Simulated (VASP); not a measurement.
A run of VASP 6.6.1 is set up as follows.

Contents of INCAR:

```
SYSTEM = TaTc
PREC = Accurate
ENCUT = 500
EDIFF = 1E-6
ISMEAR = 1
SIGMA = 0.1
LREAL = .FALSE.
LASPH = .TRUE.
NELM = 120
ALGO = Normal
ISIF = 2
LWAVE = .FALSE.
LCHARG = .FALSE.
NBANDS = 19
GGA_COMPAT = .FALSE.
```

The input KPOINTS:

```
Automatic mesh
0
G
  7 7 7
  0 0 0
```

POSCAR

```
TaTc
1.0
    3.0850517568      0.0000000000      0.0000000000
    0.0000000000      3.0850517568      0.0000000000
    0.0000000000      0.0000000000      3.0850517568
Ta Tc
1 1
Direct
    0.0000000000      0.0000000000      0.0000000000
    0.5000000000      0.5000000000      0.5000000000
```

Potentials or basis: VASP PAW LDA potentials, release 64 (Ta_pv, Tc_pv).

Command:

```console
$ cat potpaw_LDA.64/Ta_pv/POTCAR potpaw_LDA.64/Tc_pv/POTCAR > POTCAR
$ mpirun -np 1 vasp_std > vasp.out
```

**Question.** What does it give for the pressure?

**Answer.** 15.0 GPa.

**Question.** Predict the band gap on the k mesh.

**Answer.** Zero (band 12 reaches 11.04 eV, above the bottom of band 13 at 10.18 eV).

Caveat: spin-orbit coupling is left out, which moves the levels of the heavy elements.
